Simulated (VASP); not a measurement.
Write the native input for VASP 6.6.1 that does the following.

```
Task                   : single point
Functional             : LDA
Potentials or basis    : VASP PAW LDA potentials, release 64 (O)
Cutoff                 : 600 eV
k mesh                 : 7 × 7 × 5
Occupations            : fermi-dirac, width 0.05 eV
Spin                   : no spin polarisation
Dipole correction      : no
Further INCAR settings : ALGO = Normal; EDIFF = 1e-06; NBANDS = 13
```

The structure of O lies in POSCAR:

```
O
1.0
    2.8514028500     -1.6624159400      0.0000000000
    2.8514028500      1.6624159400      0.0000000000
   -2.3944914000      0.0000000000      3.6470501800
O
2
Direct
    0.0254538300      0.0254538300      0.1555740200
    0.9745461700      0.9745461700      0.8444259800
```

One way to write it, as run:

INCAR

```
PREC = Accurate
ENCUT = 600
EDIFF = 1E-6
ISMEAR = -1
SIGMA = 0.05
LREAL = False
LASPH = True
NELM = 120
ALGO = Normal
ISIF = 2
LWAVE = False
LCHARG = True
GGA = CA
LELF = True
LVHAR = True
NBANDS = 13
GGA_COMPAT = False
```

KPOINTS

```
Automatic mesh
0
Gamma
  7 7 5
```

Potentials or basis: VASP PAW LDA potentials, release 64 (O).

Launch:

```bash
$ cat potpaw_LDA.64/O/POTCAR > POTCAR
$ mpirun -np 1 vasp_std > vasp.out
```

It gave:

```json
{
 "Pressure": "-4.2 GPa",
 "Largest force": "0.155 eV/Å",
 "Band gap on the k mesh": "zero (bands 6 and 7 overlap by 0.29 eV)"
}
```

Caveat: the standard files for N, O and F lose accuracy on very short bonds; spin is off for a triplet molecule; the cell stands under tension.

Run time: 36 s on 1 thread of AMD EPYC 7R43 64-Core Processor (Zen 3) (shared host), peak memory 0.12 GiB.
